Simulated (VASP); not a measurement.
Nb: single point with r2SCAN

Crystal: Nb.

```xyz
1
Lattice="2.8662 0.0000 0.0000 -0.9554 2.7023 0.0000 -0.9554 -1.3512 2.3403" Properties=species:S:1:pos:R:3 pbc="T T T"
Nb    0.0000    0.0000    0.0000
```

* Program: VASP 6.6.1
* Task: single point
* Functional: r2SCAN
* Potentials or basis: VASP PAW PBE potentials, release 64 (Nb_sv)
* Cutoff: 520 eV
* k mesh: 7 × 7 × 7
* Occupations: methfessel-paxton, width 0.1 eV
* Spin: no spin polarisation

* Pressure: 0.1 GPa

Levels at points of the mesh, in eV from the Fermi level:
```tsv
k point	band 3	band 4	band 5	band 6	band 7	band 8	band 9	band 10
(0.00, 0.00, 0.00)	-30.63	-30.63	-6.16	0.56	0.56	0.56	3.64	3.64
```

Run time: 20 s on 1 thread of Intel(R) Xeon(R) 6975P-C (Granite Rapids) (shared host), peak memory 0.13 GiB.

Caveat: the k points lie up to 0.38 Å⁻¹ apart; the PAW data sets were made with another functional, which shifts forces and pressure a little.
